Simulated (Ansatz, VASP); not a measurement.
One calculation of AlC3, two programs

```xyz
4
Lattice="3.2079 0.0000 0.0000 0.0000 3.2079 0.0000 0.0000 0.0000 3.2079" Properties=species:S:1:pos:R:3 pbc="T T T"
Al    0.0000    0.0000    0.0000
C     0.0000    1.6040    1.6040
C     1.6040    0.0000    1.9790
C     1.6040    1.6040    0.0000
```

Change from the starting cell: one atom moved.

Alike in both runs: task single point; functional PBEsol; k mesh 12 × 12 × 12; occupations gaussian, width 0.1 eV; no spin polarisation.

|  | VASP | Ansatz |
| --- | --- | --- |
| version | VASP 6.6.1 | Ansatz 0.2.0 |
| potentials or method | VASP PAW PBE potentials, release 64 (Al, C), cutoff 520 eV | scalar-relativistic, plane waves, PAW |
| valence electrons in the cell | 15 | 15 |

Ansatz gave:

```
gap on the k mesh at the Fermi level (eV)                     : none
pressure (GPa)                                                : 0.1
traceless stress, the component that is largest in VASP (GPa) : 13.96
rms of the force components (eV/Å)                            : 0.606
```

Q: Estimate VASP's values.

A: gap on the k mesh at the Fermi level (eV): none; pressure (GPa): 0.2; traceless stress, the component that is largest in VASP (GPa): 13.96; rms of the force components (eV/Å): 0.608.

VASP's potentials were made for PBE, not for PBEsol. Atom by atom the forces differ by 0.005 eV/Å (rms over components). A gap of «none» marks a metal or a gap that the smearing closes.
